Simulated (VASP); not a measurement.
Set up this calculation in VASP 6.6.1, as the native input.

- Task: relaxation of cell and atoms
- Functional: PBE
- Potentials or basis: VASP PAW PBE potentials, release 64 (Sb, Ru_pv)
- Cutoff: 600 eV
- k mesh: 8 × 8 × 8
- Occupations: gaussian, width 0.1 eV
- Spin: no spin polarisation
- Dipole correction: no
- Further INCAR settings: ALGO = Fast; EDIFF = 1e-06; IBRION = 2; EDIFFG = -0.01; NSW = 100; ISIF = 3

The structure of Sb5Ru3 lies in POSCAR:

```
Sb5Ru3
1.0
    5.5793258219      0.0000000000      0.0000000000
    0.0000000000      5.5793258219      0.0000000000
    0.0000000000      0.0000000000      5.5793258219
Sb Ru
5 3
Direct
    0.0000000000      0.5000000000      0.5000000000
    0.5000000000      0.0000000000      0.5000000000
    0.5000000000      0.5000000000      0.0000000000
    0.5000000000      0.5000000000      0.5000000000
    0.0000000000      0.0000000000      0.0000000000
    0.5000000000      0.0000000000      0.0000000000
    0.0000000000      0.5000000000      0.0000000000
    0.0000000000      0.0000000000      0.5000000000
```

The cell was generated, and may not be a known phase.

The input as run:

INCAR

```
  PREC = Accurate
  ENCUT = 600
  EDIFF = 1E-6
  ISMEAR = 0
  SIGMA = 0.1
  LREAL = False
  LASPH = True
  NELM = 100
  ALGO = Fast
  ISIF = 3
  LWAVE = False
  LCHARG = False
  GGA = PE
  IBRION = 2
  NSW = 100
  EDIFFG = -0.01
```

KPOINTS

```
Automatic mesh
0
Gamma
  8 8 8
```

Potentials or basis: VASP PAW PBE potentials, release 64 (Sb, Ru_pv).

Launch:

```sh
$ cat potpaw_PBE.64/Sb/POTCAR potpaw_PBE.64/Ru_pv/POTCAR > POTCAR
$ mpirun -np 1 vasp_std > vasp.out
```

Results of the run:

* Relaxed volume: 21.78 Å³/atom
* Relaxed cell: a = 5.585 Å, b = 5.585 Å, c = 5.585 Å, α = 90.00°, β = 90.00°, γ = 90.00°
* Space group after relaxing (to 0.1 Å): Pm-3m (No. 221)
* Energy gained by relaxing: 0.1 meV/atom
* Ionic steps: 3
* Pressure after relaxing: 0.0 GPa
* Band gap on the k mesh: zero (an odd number of electrons rules out a gap without spin polarisation)

Caveat: spin-orbit coupling is left out, which moves the levels of the heavy elements; an odd number of electrons without spin polarisation forces a metal; a magnetic or distorted state may lie lower.

Run time: 17 min on 1 thread of Oxide Virtual Turin-like Processor, on a shared host, peak memory 0.46 GiB.
